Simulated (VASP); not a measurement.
Input of a VASP 6.6.1 run:

Contents of INCAR:

```
SYSTEM = Si
PREC = Accurate
ENCUT = 500
EDIFF = 1E-8
ISMEAR = -1
SIGMA = 0.05
LREAL = .FALSE.
LASPH = .TRUE.
NELM = 120
ALGO = Normal
ISIF = 2
LWAVE = .FALSE.
LCHARG = .FALSE.
GGA = PE
NBANDS = 11
IBRION = 8
NSW = 1
GGA_COMPAT = .FALSE.
```

Contents of KPOINTS:

```
Automatic mesh
0
G
  4 4 4
  0 0 0
```

Contents of POSCAR:

```
Si
1.0
    0.0000000000      2.7155000000      2.7155000000
    2.7155000000      0.0000000000      2.7155000000
    2.7155000000      2.7155000000      0.0000000000
Si
2
Direct
    0.0000000000      0.0000000000      0.0000000000
    0.2500000000      0.2550000000      0.2600000000
```

Potentials or basis: VASP PAW PBE potentials, release 64 (Si).

The run is started by

```console
$ cat potpaw_PBE.64/Si/POTCAR > POTCAR
$ mpirun -np 1 vasp_std > vasp.out
```

Estimate the highest phonon frequency at Γ.

549 cm⁻¹.

Phonon frequencies in cm⁻¹ (negative: imaginary):
```
              q point        frequencies
(0.000, 0.000, 0.000)  0 0 0 470 525 549
```

Caveat: the k points lie up to 0.50 Å⁻¹ apart; the cell stands under pressure or tension, which shifts response properties.
